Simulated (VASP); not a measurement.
Runs of VASP 6.6.1 on SrO. The structure is that of space group Fm-3m (No. 225), or close to it. The cells are those of the table. 

```tsv
spin	cell	gap on the mesh (eV)	pressure (GPa)
off	a = 3.604, b = 3.604, c = 3.619 Å, angles 60.1, 60.1, 90.0°, 2 atoms	3.12	1.3
off	a = 3.659, b = 3.659, c = 3.631 Å, angles 59.8, 59.8, 90.0°, 2 atoms	(b)	-0.7
off	a = 3.641, b = 3.641, c = 3.626 Å, angles 59.9, 59.9, 90.0°, 2 atoms	(a)	0.0
non-collinear, zero start, SOC	a = 3.659, b = 3.659, c = 3.631 Å, angles 59.8, 59.8, 90.0°, 2 atoms	-	-0.7
off	a = 3.695, b = 3.695, c = 3.637 Å, angles 59.5, 59.5, 90.0°, 2 atoms	3.01	-1.7
```

Alike in all rows: task single point; level PBEsol; potentials or basis VASP PAW PBE potentials, release 64 (Sr_sv, O); k mesh 8 × 8 × 8; cutoff (eV) 520; smearing gaussian 0.01 eV.

Problem. Fill in the values left out.

Solution. (a) 3.11; (b) 3.08.

Caveats: the PAW data sets were made with another functional, which shifts forces and pressure a little.

A k mesh can miss the band edges, and rows without SOC leave out spin-orbit coupling on Sr.
